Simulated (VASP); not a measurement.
# Cd (Fd-3m) in VASP: further runs, part 2 of 2

VASP 6.6.1. Earlier steps stand in the parts before.

## Step 3: Single point, PBEsol (29.40 Å³/atom)

This run uses another cell than the first one, of 29.40 Å³/atom.

INCAR reads:

```
SYSTEM = Cd
PREC     = Accurate       ! precision mode
ENCUT    = 520            ! plane-wave cutoff, eV
EDIFF    = 1E-6           ! SCF threshold, eV
ISMEAR   = -1             ! smearing method
SIGMA    = 0.1            ! smearing width, eV
LREAL    = .FALSE.        ! projectors in reciprocal space
LASPH    = .TRUE.         ! aspherical terms in the spheres
NELM     = 60             ! most SCF steps
ALGO     = Normal         ! electronic algorithm
ISIF     = 2              ! what is computed and relaxed
LWAVE    = .FALSE.        ! write WAVECAR
LCHARG   = .FALSE.        ! write CHGCAR
GGA      = PS             ! functional
NBANDS   = 19             ! bands
```

KPOINTS reads:

```
Automatic mesh
0
G
  10 10 10
  0 0 0
```

POSCAR reads:

```
Cd
1.0
    0.0000000000      3.0864867139      3.0864867139
    3.0864867139      0.0000000000      3.0864867139
    3.0864867139      3.0864867139      0.0000000000
Cd
2
Direct
    0.1250000000      0.1250000000      0.1250000000
    0.8750000000      0.8750000000      0.8750000000
```

Potentials or basis: VASP PAW PBE potentials, release 64 (Cd).

Started as:

```console
> cat potpaw_PBE.64/Cd/POTCAR > POTCAR
> mpirun -np 1 vasp_std > vasp.out
```

Run time: 21 s. Hardware: 1 thread of Intel Xeon Platinum 8488C (Sapphire Rapids), shared host; peak memory 0.19 GiB.

It converged, with:

```yaml
Free_energy: -1.3551 eV
Pressure: 4.7 GPa
Band_gap_on_the_k_mesh: zero (bands 12 and 13 overlap by 6.05 eV)
```

Levels at points of the mesh, in eV from the Fermi level:
```tsv
k point	band 10	band 11	band 12	band 13	band 14	band 15
(0.00, 0.00, 0.00)	-8.13	-7.31	5.40	5.40	5.40	6.49
(0.50, 0.00, 0.00)	-8.12	-4.45	-2.96	3.34	3.34	5.82
(0.50, 0.50, 0.00)	-8.04	-2.98	-2.98	1.02	1.02	4.32
```

Caveat: the cell stands under pressure; the PAW data sets were made with another functional, which shifts forces and pressure a little.

## Step 4: Single point, PBEsol (30.74 Å³/atom)

This run uses another cell than the first one, of 30.74 Å³/atom.

INCAR reads:

```
SYSTEM = Cd
ALGO     = Normal         ! electronic algorithm
EDIFF    = 1E-7           ! SCF threshold, eV
ENCUT    = 520            ! plane-wave cutoff, eV
GGA      = PS             ! functional
ISIF     = 2              ! what is computed and relaxed
ISMEAR   = -1             ! smearing method
LASPH    = .TRUE.         ! aspherical terms in the spheres
LCHARG   = .FALSE.        ! write CHGCAR
LREAL    = .FALSE.        ! projectors in reciprocal space
LWAVE    = .FALSE.        ! write WAVECAR
NBANDS   = 19             ! bands
NELM     = 60             ! most SCF steps
PREC     = Accurate       ! precision mode
SIGMA    = 0.1            ! smearing width, eV
```

KPOINTS reads:

```
k-points
0
G
  10 10 10
  0 0 0
```

POSCAR reads:

```
Cd
1.0
    0.0000000000      3.1325604724      3.1325604724
    3.1325604724      0.0000000000      3.1325604724
    3.1325604724      3.1325604724      0.0000000000
Cd
2
Direct
    0.1250000000      0.1250000000      0.1250000000
    0.8750000000      0.8750000000      0.8750000000
```

Started as:

```console
> cat potpaw_PBE.64/Cd/POTCAR > POTCAR
> mpirun -np 1 vasp_std > vasp.out
```

Wall time 41 s (1 thread of Intel Xeon Platinum 8488C (Sapphire Rapids), shared host); peak memory 0.22 GiB.

Results (log left out):

* Free energy: -1.4176 eV
* Pressure: 2.9 GPa
* Band gap on the k mesh: zero (bands 12 and 13 overlap by 5.75 eV)

Levels at points of the mesh, in eV from the Fermi level:
```csv
k point,band 8,band 9,band 10,band 11,band 12,band 13,band 14,band 15,band 16,band 17
"(0.00, 0.00, 0.00)",-8.40,-8.14,-8.14,-7.10,5.17,5.17,5.17,6.29,6.29,6.29
"(0.50, 0.00, 0.00)",-8.41,-8.12,-8.12,-4.41,-2.85,3.21,3.21,5.48,7.04,7.04
"(0.50, 0.50, 0.00)",-8.52,-8.04,-8.04,-2.95,-2.95,1.02,1.02,4.18,4.18,13.47
```

Caveat: the PAW data sets were made with another functional, which shifts forces and pressure a little.

## Step 5: Single point, PBEsol (32.08 Å³/atom)

This run uses another cell than the first one, of 32.08 Å³/atom.

INCAR reads:

```
PREC     = Accurate       # precision mode
ENCUT    = 520            # plane-wave cutoff, eV
EDIFF    = 1E-6           # SCF threshold, eV
ISMEAR   = -1             # smearing method
SIGMA    = 0.1            # smearing width, eV
LREAL    = False          # projectors in reciprocal space
LASPH    = True           # aspherical terms in the spheres
NELM     = 80             # most SCF steps
ALGO     = Normal         # electronic algorithm
ISIF     = 2              # what is computed and relaxed
LWAVE    = False          # write WAVECAR
LCHARG   = False          # write CHGCAR
GGA      = PS             # functional
NBANDS   = 19             # bands
```

KPOINTS reads:

```
regular mesh
0
Gamma
  10 10 10
```

POSCAR reads:

```
Cd
1.0
    0.0000000000      3.1773173832      3.1773173832
    3.1773173832      0.0000000000      3.1773173832
    3.1773173832      3.1773173832      0.0000000000
Cd
2
Direct
    0.1250000000      0.1250000000      0.1250000000
    0.8750000000      0.8750000000      0.8750000000
```

Potentials or basis: VASP PAW PBE potentials, release 64 (Cd).

Started as:

```console
> cat potpaw_PBE.64/Cd/POTCAR > POTCAR
> mpirun -np 1 vasp_std > vasp.out
```

OUTCAR:

```text
PREC = Accurate
   ENCUT = 520
   EDIFF = 1E-6
   ISMEAR = -1
   LREAL = False
   LASPH = True
   NELM = 80
   ISIF = 2
   GGA = PS

 ion  position               nearest neighbor table
   1  0.125  0.125  0.125-   2 2.75   2 2.75   2 2.75   2 2.75
   2  0.875  0.875  0.875-   1 2.75   1 2.75   1 2.75   1 2.75

  LATTYP: Found a face centered cubic cell.
 ALAT       =     6.3546347664

  Lattice vectors:

 A1 = (   0.0000000000,   3.1773173832,   3.1773173832)
 A2 = (   3.1773173832,   0.0000000000,   3.1773173832)
 A3 = (   3.1773173832,   3.1773173832,   0.0000000000)

Analysis of symmetry for initial positions (statically):
=====================================================================
 Subroutine PRICEL returns:
 Original cell was already a primitive cell.

 Routine SETGRP: Setting up the symmetry group for a
 face centered cubic supercell.

 Subroutine GETGRP returns: Found 48 space group operations
 (whereof 12 operations were pure point group operations)
 out of a pool of 48 trial point group operations.

The static configuration has the point symmetry D_3d.
[... 159 lines left out ...]
  free energy    TOTEN  =        -1.45291797 eV

  energy without entropy =       -1.41580517  energy(sigma->0) =       -1.43436157

 E-fermi :   0.4393     XC(G=0):  -8.9939

 val. band max:        0.4371231905   @ k =  -0.3000   0.3000   0.1000
 cond. band min:       0.4988214158   @ k =  -0.3000   0.5000   0.2000
 fundamental gap:      0.0616982253
 Fermi energy:         0.4392731666

 k-point     1 :       0.0000    0.0000    0.0000
  band No.  band energies     occupation
      1      -8.8545      2.00000
      2      -8.8545      2.00000
      3      -8.8545      2.00000
      4      -8.7898      2.00000
      5      -8.7898      2.00000
      6      -7.9363      2.00000
[... 505 lines left out ...]
      6      -8.3202      2.00000
[... 11 lines left out ...]
     18      11.0061      0.00000
     19      13.0613      0.00000

 [... further k-points ...]

------------------------ aborting loop because EDIFF is reached ----------------------------------------

  FORCE on cell =-STRESS in cart. coord.  units (eV):
  Direction    XX          YY          ZZ          XY          YZ          ZX
  --------------------------------------------------------------------------------------
  -------------------------------------------------------------------------------------
  Total        0.5747360      0.5747360      0.5747360     -0.0000000     -0.0000000      0.0000000
  in kB       14.3538100     14.3538100     14.3538100     -0.0000000     -0.0000000      0.0000000
  external PRESSURE =      14.3538100 kB  Pullay stress =       0.0000000 kB

 VOLUME and BASIS-vectors are now :
 -----------------------------------------------------------------------------
  energy-cutoff  :      520.00
  volume of cell :       64.15
      direct lattice vectors                 reciprocal lattice vectors
     0.000000000  3.177317383  3.177317383    -0.157365456  0.157365456  0.157365456
     3.177317383  0.000000000  3.177317383     0.157365456 -0.157365456  0.157365456
     3.177317383  3.177317383  0.000000000     0.157365456  0.157365456 -0.157365456

 POSITION                                       TOTAL-FORCE (eV/Angst)
 -----------------------------------------------------------------------------------
      0.79433      0.79433      0.79433         0.000000     -0.000000     -0.000000
      5.56031      5.56031      5.56031        -0.000000      0.000000      0.000000
 -----------------------------------------------------------------------------------
    total drift:                                0.000000      0.000000      0.000000

  FREE ENERGIE OF THE ION-ELECTRON SYSTEM (eV)
  ---------------------------------------------------
  free  energy   TOTEN  =        -1.4529179674 eV

  energy  without entropy=       -1.4158051745  energy(sigma->0) =       -1.43436157
```

It took 32 s on 1 thread of Intel Xeon Platinum 8488C (Sapphire Rapids), shared host; peak memory 0.22 GiB.

What came out:

| Quantity | Value |
| --- | --- |
| Free energy | -1.4529 eV |
| Pressure | 1.4 GPa |
| Band gap on the k mesh | zero (bands 12 and 13 overlap by 5.47 eV) |

Caveat: the PAW data sets were made with another functional, which shifts forces and pressure a little.

## Step 6: Summary

| cell | k mesh | gap on the mesh (eV) | pressure (GPa) |
| --- | --- | --- | --- |
| a = 4.555 Å, angles 60.0°, 2 atoms | 9 × 9 × 9 | none | 0.2 |
| a = 4.365 Å, angles 60.0°, 2 atoms | 10 × 10 × 10 | none | 4.7 |
| a = 4.430 Å, angles 60.0°, 2 atoms | 10 × 10 × 10 | none | 2.9 |
| a = 4.493 Å, angles 60.0°, 2 atoms | 10 × 10 × 10 | none | 1.4 |

Alike in all rows: task single point; level PBEsol; potentials or basis VASP PAW PBE potentials, release 64 (Cd); no spin polarisation; cutoff (eV) 520; smearing fermi-dirac 0.1 eV.

Caveats: the PAW data sets were made with another functional, which shifts forces and pressure a little; the cell stands under pressure (at least some runs).

Total energies depend on the potentials used, so only differences within one code and one set of settings carry meaning.
